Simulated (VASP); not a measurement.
Input of a VASP 6.6.1 run:

Contents of POSCAR:

```
RbBr
1.0
    0.0000000000      3.4608261569      3.4608261569
    3.4608261569      0.0000000000      3.4608261569
    3.4608261569      3.4608261569      0.0000000000
Rb Br
1 1
Direct
    0.0000000000      0.0000000000      0.0000000000
    0.5000000000      0.5000000000      0.5000000000
```

INCAR.step1

```
SYSTEM = RbBr
  ALGO = Normal
  EDIFF = 1E-4
  ENCUT = 520
  GGA = PE
  ISMEAR = 0
  LASPH = .TRUE.
  LCHARG = .FALSE.
  LREAL = .FALSE.
  LWAVE = .TRUE.
  NBANDS = 15
  NELM = 100
  PREC = Accurate
  SIGMA = 0.01
```

INCAR.step2

```
SYSTEM = RbBr
  ALGO = Normal
  EDIFF = 1E-7
  ENCUT = 520
  ISIF = 2
  ISMEAR = 0
  ISTART = 1
  LASPH = .TRUE.
  LCHARG = .TRUE.
  LELF = .TRUE.
  LMIXTAU = .TRUE.
  LREAL = .FALSE.
  LVHAR = .TRUE.
  LWAVE = .FALSE.
  METAGGA = R2SCAN
  NBANDS = 15
  NELM = 100
  PREC = Accurate
  SIGMA = 0.01
```

File KPOINTS:

```
k-points
0
G
  4 4 4
  0 0 0
```

Potentials or basis: VASP PAW PBE potentials, release 64 (Rb_sv, Br).

Launch:

```bash
$ cat potpaw_PBE.64/Rb_sv/POTCAR potpaw_PBE.64/Br/POTCAR > POTCAR
$ cp INCAR.step1 INCAR
$ mpirun -np 1 vasp_std > vasp.out
$ cp INCAR.step2 INCAR
$ mpirun -np 1 vasp_std > vasp.out
```

(1) Predict the band gap on the k mesh.

(2) What does it give for the pressure?

Results:

(1) 4.89 eV.

(2) 0.0 GPa.

Caveat: the PAW data sets were made with another functional, which shifts forces and pressure a little.
